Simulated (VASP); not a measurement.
A run of VASP 6.6.1 is set up as follows.

The input INCAR:

```
PREC     = Accurate       # precision mode
ENCUT    = 520            # plane-wave cutoff, eV
EDIFF    = 1E-8           # SCF threshold, eV
ISMEAR   = -1             # smearing method
SIGMA    = 0.02           # smearing width, eV
LREAL    = F              # projectors in reciprocal space
LASPH    = T              # aspherical terms in the spheres
NELM     = 100            # most SCF steps
ALGO     = Normal         # electronic algorithm
ISIF     = 2              # what is computed and relaxed
LWAVE    = F              # write WAVECAR
LCHARG   = F              # write CHGCAR
GGA      = PS             # functional
LEFG     = T            
NBANDS   = 21             # bands
```

KPOINTS

```
Automatic mesh
0
Gamma
  9 9 6
```

Contents of POSCAR:

```
ZrH
1.0
    3.2535651720      0.0000000000      0.0000000000
    0.0000000000      3.2535651720      0.0000000000
    0.0000000000      0.0000000000      4.9644386590
Zr H
2 2
Direct
    0.0000000000      0.5000000000      0.0000000000
    0.5000000000      0.0000000000      0.5000000000
    0.0000000000      0.0000000000      0.7500000000
    0.0000000000      0.0000000000      0.2500000000
```

Potentials or basis: VASP PAW PBE potentials, release 64 (Zr_sv, H).

Run with:

```bash
$ cat potpaw_PBE.64/Zr_sv/POTCAR potpaw_PBE.64/H/POTCAR > POTCAR
$ mpirun -np 1 vasp_std > vasp.out
```

Problem. Predict the band gap on the k mesh.

Solution. Zero (bands 13 and 14 overlap by 1.02 eV).

Problem. Predict the pressure.

Solution. -3.6 GPa.

Electric field gradients, principal values (V/Å²):
```
atom    least   middle  greatest (by size)
1 Zr  -34.882  -41.197              76.078
2 Zr  -34.882  -41.197              76.078
 3 H   -0.401   -0.401               0.803
 4 H   -0.401   -0.401               0.803
```

Caveat: the cell stands under tension; without QUAD_EFG the Cq values of the log hold for a quadrupole moment of 1 mb, not for the nuclei; the PAW data sets were made with another functional, which shifts forces and pressure a little.
